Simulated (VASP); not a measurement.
## SiC: single point with r2SCAN

Crystal: SiC.

```
CELL_PARAMETERS angstrom
0.00000 2.12369 2.06924
2.12369 0.00000 2.06924
2.12369 2.12369 0.00000
ATOMIC_POSITIONS crystal
Si 0.00000 0.00000 0.00000
C 0.75000 0.75000 0.75000
```

This cell differs from its parent crystal: strain -0.025 along x and y, -0.050 along z.

```json
{"Program": "VASP 6.6.1", "Task": "single point", "Functional": "r2SCAN", "Potentials or basis": "VASP PAW PBE potentials, release 64 (Si, C)", "Cutoff": "520 eV", "k mesh": "10 × 10 × 10", "Occupations": "gaussian, width 0.05 eV", "Spin": "no spin polarisation", "Dipole correction": "no", "Further INCAR settings": "ALGO = Normal; EDIFF = 1e-06; NBANDS = 11"}
```

```json
{"Pressure": "27.8 GPa", "Band gap on the k mesh": "1.36 eV, indirect (least direct gap 5.15 eV)"}
```

Stress tensor (GPa, compression positive):
```
25.51  0.00  0.00
 0.00 25.51  0.00
 0.00  0.00 32.42
```

Levels at points of the mesh, in eV from the valence-band top:
```
           k point  band 2  band 3  band 4  band 5  band 6  band 7
(0.00, 0.00, 0.00)   -0.18   -0.18    0.00    8.02    8.49    8.56
(0.50, 0.00, 0.00)   -9.53   -1.42   -1.07    6.80    7.87    8.43
(0.50, 0.50, 0.00)   -8.28   -3.86   -3.86    1.36    4.80   16.23
(0.50, 0.00, 0.50)   -8.63   -3.56   -3.53    1.62    5.29   15.88
```

Wall time 65 s on 1 thread of Intel Xeon 8259CL (shared host), peak memory 0.15 GiB.

Caveat: the cell differs from its parent crystal (strain -0.025 along x and y, -0.050 along z); the PAW data sets were made with another functional, which shifts forces and pressure a little. A k mesh can miss the band edges.
